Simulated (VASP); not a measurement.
# CoW3 (Fm-3m) in VASP: a series of runs

Runs on CoW3. Level: PBEsol. Tasks: single point.

All numbers are computed with VASP 6.6.1; they aren't measurements. Logs are shortened: lines on timing, memory, paths and dates and some standing lists are left out, and cuts for length are marked.

**1. The cell of the first run**

The structure is cubic, space group Fm-3m (No. 225). Conventional cell: a = 6.144 Å, b = 6.144 Å, c = 6.144 Å, α = 90.00°, β = 90.00°, γ = 90.00°. W (site symmetry -43m) has 10 W at 2.66 to 3.07 Å and 4 Co at 2.66 Å within 3.5 Å. Within 3.5 Å of W (site symmetry m-3m) lie 8 W at 2.66 Å and 6 Co at 3.07 Å. Co (site symmetry m-3m) has 14 W at 2.66 to 3.07 Å within 3.5 Å.

**2. Single point, PBEsol, collinear spin, ferromagnetic start**

INCAR reads:

```
SYSTEM = CoW3
  ALGO = Normal
  EDIFF = 1E-6
  ENCUT = 520
  GGA = PS
  ISIF = 2
  ISMEAR = 0
  ISPIN = 2
  LASPH = .TRUE.
  LCHARG = .TRUE.
  LELF = .TRUE.
  LMAXMIX = 4
  LORBIT = 11
  LREAL = .FALSE.
  LVHAR = .TRUE.
  LWAVE = .FALSE.
  MAGMOM = 0.3 0.3 0.06 1.61
  NBANDS = 38
  NELM = 150
  NUPDOWN = 2.25
  PREC = Accurate
  SIGMA = 0.1
```

KPOINTS reads:

```
k-points
0
G
  12 12 12
  0 0 0
```

POSCAR reads:

```
CoW3
1.0
    0.0000000000      3.0720842694      3.0720842694
    3.0720842694      0.0000000000      3.0720842694
    3.0720842694      3.0720842694      0.0000000000
W Co
3 1
Direct
    0.2500000000      0.2500000000      0.2500000000
    0.7500000000      0.7500000000      0.7500000000
    0.5000000000      0.5000000000      0.5000000000
    0.0000000000      0.0000000000      0.0000000000
```

Potentials or basis: VASP PAW PBE potentials, release 64 (W_sv, Co).

Run with:

```bash
$ cat potpaw_PBE.64/W_sv/POTCAR potpaw_PBE.64/Co/POTCAR > POTCAR
$ mpirun -np 1 vasp_std > vasp.out
```

OUTCAR:

```text
SYSTEM = CoW3
   EDIFF = 1E-6
   ENCUT = 520
   GGA = PS
   ISIF = 2
   ISMEAR = 0
   ISPIN = 2
   LASPH = .TRUE.
   LORBIT = 11
   LREAL = .FALSE.
   NELM = 150
   NUPDOWN = 2.25
   PREC = Accurate

 ion  position               nearest neighbor table
   1  0.250  0.250  0.250-   4 2.66   4 2.66   4 2.66   3 2.66   4 2.66   3 2.66   3 2.66   3 2.66
                             2 3.07   2 3.07   2 3.07   2 3.07   2 3.07   2 3.07
   2  0.750  0.750  0.750-   3 2.66   3 2.66   3 2.66   3 2.66   4 2.66   4 2.66   4 2.66   4 2.66
                             1 3.07   1 3.07   1 3.07   1 3.07   1 3.07   1 3.07
   3  0.500  0.500  0.500-   1 2.66   1 2.66   1 2.66   1 2.66   2 2.66   2 2.66   2 2.66   2 2.66
                             4 3.07   4 3.07   4 3.07   4 3.07   4 3.07   4 3.07
   4  0.000  0.000  0.000-   2 2.66   2 2.66   2 2.66   1 2.66   2 2.66   1 2.66   1 2.66   1 2.66
                             3 3.07   3 3.07   3 3.07   3 3.07   3 3.07   3 3.07

  LATTYP: Found a face centered cubic cell.
 ALAT       =     6.1441685388

  Lattice vectors:

 A1 = (   0.0000000000,   3.0720842694,   3.0720842694)
 A2 = (   3.0720842694,   0.0000000000,   3.0720842694)
 A3 = (   3.0720842694,   3.0720842694,   0.0000000000)

Analysis of symmetry for initial positions (statically):
=====================================================================
 Subroutine PRICEL returns:
 Original cell was already a primitive cell.

 Routine SETGRP: Setting up the symmetry group for a
 face centered cubic supercell.

 Subroutine GETGRP returns: Found 48 space group operations
[... 9 lines left out ...]

 Routine SETGRP: Setting up the symmetry group for a
 face centered cubic supercell.

 Subroutine GETGRP returns: Found 48 space group operations
 (whereof 48 operations were pure point group operations)
 out of a pool of 48 trial point group operations.

The dynamic configuration has the point symmetry O_h .

Analysis of structural, dynamic, and magnetic symmetry:
=====================================================================
 Subroutine PRICEL returns:
 Original cell was already a primitive cell.

 Routine SETGRP: Setting up the symmetry group for a
 face centered cubic supercell.

 Subroutine GETGRP returns: Found 48 space group operations
 (whereof 48 operations were pure point group operations)
 out of a pool of 48 trial point group operations.

The overall configuration has the point symmetry O_h .

 Subroutine INISYM returns: Found 48 space group operations
[... 5 lines left out ...]
                                     Primitive cell

  volume of cell :      57.9868

  direct lattice vectors                    reciprocal lattice vectors
[... 119 lines left out ...]
   IVDW    =     0    specifies the selected vdW correction
   LEPSILON=     F    determine dielectric tensor
   LRPA    =     F    only Hartree local field effects (RPA)
 spin polarized calculation
 Gauss-broadening in eV      SIGMA  =   0.10
  energy-cutoff  :      520.00
  volume of cell :       57.99
 maximum number of plane-waves:      1588
   NGX = 17   NGY = 17   NGZ = 17

 number of electron      50.9999996 magnetization       2.2500046

 Free energy of the ion-electron system (eV)
  ---------------------------------------------------
  ext. energy  EPLUGINS =         0.00000000
  ---------------------------------------------------
  free energy    TOTEN  =       -48.10452945 eV

  energy without entropy =      -48.08143274  energy(sigma->0) =      -48.09298110

 E-fermi :  11.0099     XC(G=0): -13.7573

 val. band max:       11.2483298546   @ k =  -0.3333   0.2500   0.0833
 cond. band min:      11.0414193483   @ k =  -0.3333   0.4167   0.0833
 fundamental gap:     -0.2069105063
 Fermi energy:        11.2607140086

 spin component 1

 k-point     1 :       0.0000    0.0000    0.0000
  band No.  band energies     occupation
      1     -62.9617      1.00000
      2     -62.8920      1.00000
      3     -62.4356      1.00000
      4     -27.3532      1.00000
      5     -27.3532      1.00000
      6     -27.3532      1.00000
[... 949 lines left out ...]
     36      18.7953      0.00000
     37      20.2588      0.00000

 [... further k-points ...]

 spin component 2

 k-point     1 :       0.0000    0.0000    0.0000
  band No.  band energies     occupation
      1     -62.8248      1.00000
      2     -62.7471      1.00000
      3     -62.4048      1.00000
      4     -27.2238      1.00000
      5     -27.2238      1.00000
      6     -27.2238      1.00000
[... 949 lines left out ...]
     36      19.0236      0.00000
     37      20.5525      0.00000

 [... further k-points ...]

 [bands above 37 left out]

------------------------ aborting loop because EDIFF is reached ----------------------------------------

  FORCE on cell =-STRESS in cart. coord.  units (eV):
  Direction    XX          YY          ZZ          XY          YZ          ZX
  --------------------------------------------------------------------------------------
  -------------------------------------------------------------------------------------
  Total        0.6832315      0.6832315      0.6832315      0.0000000      0.0000000      0.0000000
  in kB       18.8777010     18.8777010     18.8777010      0.0000000      0.0000000      0.0000000
  external PRESSURE =      18.8777010 kB  Pullay stress =       0.0000000 kB

 VOLUME and BASIS-vectors are now :
 -----------------------------------------------------------------------------
  energy-cutoff  :      520.00
  volume of cell :       57.99
      direct lattice vectors                 reciprocal lattice vectors
     0.000000000  3.072084269  3.072084269    -0.162755952  0.162755952  0.162755952
     3.072084269  0.000000000  3.072084269     0.162755952 -0.162755952  0.162755952
     3.072084269  3.072084269  0.000000000     0.162755952  0.162755952 -0.162755952

 POSITION                                       TOTAL-FORCE (eV/Angst)
 -----------------------------------------------------------------------------------
      1.53604      1.53604      1.53604         0.000000      0.000000      0.000000
      4.60813      4.60813      4.60813        -0.000000     -0.000000     -0.000000
      3.07208      3.07208      3.07208         0.000000      0.000000      0.000000
      0.00000      0.00000      0.00000         0.000000      0.000000      0.000000
 -----------------------------------------------------------------------------------
    total drift:                               -0.000000     -0.000000      0.000000

  FREE ENERGIE OF THE ION-ELECTRON SYSTEM (eV)
  ---------------------------------------------------
  free  energy   TOTEN  =       -48.1045294485 eV

  energy  without entropy=      -48.0814327438  energy(sigma->0) =      -48.09298110

 total charge

# of ion       s       p       d       tot
------------------------------------------
    1        2.405   6.335   3.346  12.086
    2        2.405   6.335   3.346  12.086
    3        2.455   6.325   3.535  12.315
    4        0.463   0.568   7.245   8.276
--------------------------------------------------
tot          7.728  19.564  17.472  44.764

 magnetization (x)

# of ion       s       p       d       tot
------------------------------------------
    1        0.002   0.008   0.307   0.317
    2        0.002   0.008   0.307   0.317
    3        0.015   0.029   0.026   0.070
    4        0.004   0.009   1.415   1.428
--------------------------------------------------
tot          0.023   0.054   2.055   2.132
```

OSZICAR:

```text
N       E                     dE             d eps       ncg     rms          rms(c)
DAV:   1     0.597879043843E+03    0.59788E+03   -0.26762E+04 11064   0.160E+03
DAV:   2    -0.162540740082E+02   -0.61413E+03   -0.58993E+03 11154   0.498E+02
DAV:   3    -0.515515070678E+02   -0.35297E+02   -0.33185E+02 12472   0.123E+02
DAV:   4    -0.524164987716E+02   -0.86499E+00   -0.85899E+00 12752   0.194E+01
DAV:   5    -0.524356179547E+02   -0.19119E-01   -0.19117E-01 14316   0.295E+00    0.427E+01
DAV:   6    -0.701646310302E+02   -0.17729E+02   -0.73398E+01 12106   0.117E+02    0.507E+01
DAV:   7    -0.487172062836E+02    0.21447E+02   -0.32044E+01 12624   0.534E+01    0.149E+01
DAV:   8    -0.502128740424E+02   -0.14957E+01   -0.67234E+00 15334   0.393E+01    0.175E+01
DAV:   9    -0.481302750815E+02    0.20826E+01   -0.50739E+00 13888   0.253E+01    0.372E+00
DAV:  10    -0.481330217322E+02   -0.27467E-02   -0.15924E-01 12156   0.357E+00    0.277E+00
DAV:  11    -0.481118948973E+02    0.21127E-01   -0.24627E-02 14048   0.144E+00    0.133E+00
DAV:  12    -0.481046423323E+02    0.72526E-02   -0.13696E-02 14156   0.110E+00    0.259E-01
DAV:  13    -0.481045834148E+02    0.58917E-04   -0.10599E-03 12718   0.315E-01    0.160E-01
DAV:  14    -0.481045244692E+02    0.58946E-04   -0.10226E-04 15140   0.147E-01    0.533E-02
DAV:  15    -0.481045300795E+02   -0.56104E-05   -0.26099E-05 13574   0.476E-02    0.179E-02
DAV:  16    -0.481045294485E+02    0.63098E-06   -0.40504E-06 10228   0.267E-02
   1 F= -.48104529E+02 E0= -.48092981E+02  d E =-.230967E-01  mag=     2.2500
```

Run time: 4.8 min. Hardware: 1 thread of Intel Xeon Platinum 8259CL at 2.50GHz (Skylake/Cascade Lake), shared host; peak memory 0.36 GiB.

What came out:

```yaml
Free_energy: -48.1045 eV
Pressure: 1.9 GPa
Net_moment: 2.25 μB per cell
Site_moments: W +0.32, +0.07; Co +1.43 μB
Valence_electrons_inside_the_program's_atomic_spheres: W 12.09, 12.31; Co 8.28
```

Caveat: the PAW data sets were made with another functional, which shifts forces and pressure a little; spin-orbit coupling is left out, which moves the levels of the heavy elements; the total moment is fixed, so each spin has its own Fermi level.

**3. Single point, PBEsol, collinear spin, ferromagnetic start**

INCAR reads:

```
SYSTEM = CoW3
PREC = Accurate
ENCUT = 520
EDIFF = 1E-6
ISMEAR = 0
SIGMA = 0.1
LREAL = .False.
LASPH = .True.
NELM = 150
ALGO = Normal
ISIF = 2
LWAVE = .False.
LCHARG = .False.
ISPIN = 2
MAGMOM = 0.13 0.13 0.03 1.3
LORBIT = 11
NUPDOWN = 1.5
LMAXMIX = 4
GGA = PS
NBANDS = 38
```

KPOINTS reads:

```
regular mesh
0
Gamma
  12 12 12
  0 0 0
```

POSCAR is that of step 2.

Potentials or basis: VASP PAW PBE potentials, release 64 (W_sv, Co).

Run with:

```bash
$ cat potpaw_PBE.64/W_sv/POTCAR potpaw_PBE.64/Co/POTCAR > POTCAR
$ mpirun -np 1 vasp_std > vasp.out
```

OUTCAR:

```text
SYSTEM = CoW3
   PREC = Accurate
   ENCUT = 520
   EDIFF = 1E-6
   ISMEAR = 0
   LREAL = .False.
   LASPH = .True.
   NELM = 150
   ISIF = 2
   ISPIN = 2
   LORBIT = 11
   NUPDOWN = 1.5
   GGA = PS

 ion  position               nearest neighbor table
   1  0.250  0.250  0.250-   4 2.66   4 2.66   4 2.66   3 2.66   4 2.66   3 2.66   3 2.66   3 2.66
                             2 3.07   2 3.07   2 3.07   2 3.07   2 3.07   2 3.07
   2  0.750  0.750  0.750-   3 2.66   3 2.66   3 2.66   3 2.66   4 2.66   4 2.66   4 2.66   4 2.66
                             1 3.07   1 3.07   1 3.07   1 3.07   1 3.07   1 3.07
   3  0.500  0.500  0.500-   1 2.66   1 2.66   1 2.66   1 2.66   2 2.66   2 2.66   2 2.66   2 2.66
                             4 3.07   4 3.07   4 3.07   4 3.07   4 3.07   4 3.07
   4  0.000  0.000  0.000-   2 2.66   2 2.66   2 2.66   1 2.66   2 2.66   1 2.66   1 2.66   1 2.66
                             3 3.07   3 3.07   3 3.07   3 3.07   3 3.07   3 3.07

  LATTYP: Found a face centered cubic cell.
 ALAT       =     6.1441685388

  Lattice vectors:

 A1 = (   0.0000000000,   3.0720842694,   3.0720842694)
 A2 = (   3.0720842694,   0.0000000000,   3.0720842694)
 A3 = (   3.0720842694,   3.0720842694,   0.0000000000)

Analysis of symmetry for initial positions (statically):
=====================================================================
[... 2133 lines left out ...]
  Total        0.2358284      0.2358284      0.2358284      0.0000000      0.0000000      0.0000000
  in kB        6.5159427      6.5159427      6.5159427      0.0000000      0.0000000      0.0000000
  external PRESSURE =       6.5159427 kB  Pullay stress =       0.0000000 kB

 VOLUME and BASIS-vectors are now :
 -----------------------------------------------------------------------------
  energy-cutoff  :      520.00
  volume of cell :       57.99
      direct lattice vectors                 reciprocal lattice vectors
     0.000000000  3.072084269  3.072084269    -0.162755952  0.162755952  0.162755952
     3.072084269  0.000000000  3.072084269     0.162755952 -0.162755952  0.162755952
     3.072084269  3.072084269  0.000000000     0.162755952  0.162755952 -0.162755952

 POSITION                                       TOTAL-FORCE (eV/Angst)
 -----------------------------------------------------------------------------------
      1.53604      1.53604      1.53604        -0.000000     -0.000000     -0.000000
      4.60813      4.60813      4.60813         0.000000      0.000000      0.000000
      3.07208      3.07208      3.07208        -0.000000     -0.000000      0.000000
      0.00000      0.00000      0.00000        -0.000000     -0.000000      0.000000
 -----------------------------------------------------------------------------------
    total drift:                               -0.000000     -0.000000      0.000000

  FREE ENERGIE OF THE ION-ELECTRON SYSTEM (eV)
  ---------------------------------------------------
  free  energy   TOTEN  =       -48.1587251532 eV

  energy  without entropy=      -48.1356293554  energy(sigma->0) =      -48.14717725

 total charge

# of ion       s       p       d       tot
------------------------------------------
    1        2.407   6.336   3.335  12.077
    2        2.407   6.336   3.335  12.077
    3        2.461   6.317   3.538  12.316
    4        0.459   0.566   7.270   8.296
--------------------------------------------------
tot          7.733  19.555  17.478  44.766

 magnetization (x)

# of ion       s       p       d       tot
------------------------------------------
    1       -0.001   0.001   0.141   0.141
    2       -0.001   0.001   0.141   0.141
    3        0.010   0.011   0.014   0.035
    4        0.003   0.002   1.150   1.155
--------------------------------------------------
tot          0.011   0.015   1.446   1.472
```

stdout:

```text
POSCAR found type information on POSCAR W Co
 POSCAR found :  2 types and       4 ions
 scaLAPACK will be used
 -----------------------------------------------------------------------------
|                                                                             |
|                                                                             |
|     You enforced a specific xc type in the INCAR file but a different       |
|     I HOPE YOU KNOW WHAT YOU ARE DOING!                                     |
|                                                                             |
 -----------------------------------------------------------------------------

 LDA part: xc-table for (Slater+PW92), standard interpolation
 POSCAR, INCAR and KPOINTS ok, starting setup
 FFT: planning ... GRIDC
 FFT: planning ... GRID_SOFT
 FFT: planning ... GRID
 WAVECAR not read
 entering main loop
```

It took 1.9 min on 1 thread of Intel Xeon 6975P-C (Granite Rapids), shared host; peak memory 0.37 GiB.

Results:

| Property | Result |
| --- | --- |
| Free energy | -48.1587 eV |
| Pressure | 0.7 GPa |
| Net moment | 1.50 μB per cell |
| Site moments | W +0.14, +0.04; Co +1.16 μB |
| Valence electrons inside the program's atomic spheres | W 12.08, 12.32; Co 8.30 |

Caveat: the PAW data sets were made with another functional, which shifts forces and pressure a little; spin-orbit coupling is left out, which moves the levels of the heavy elements; the total moment is fixed, so each spin has its own Fermi level.

[end of part 1 of 2]
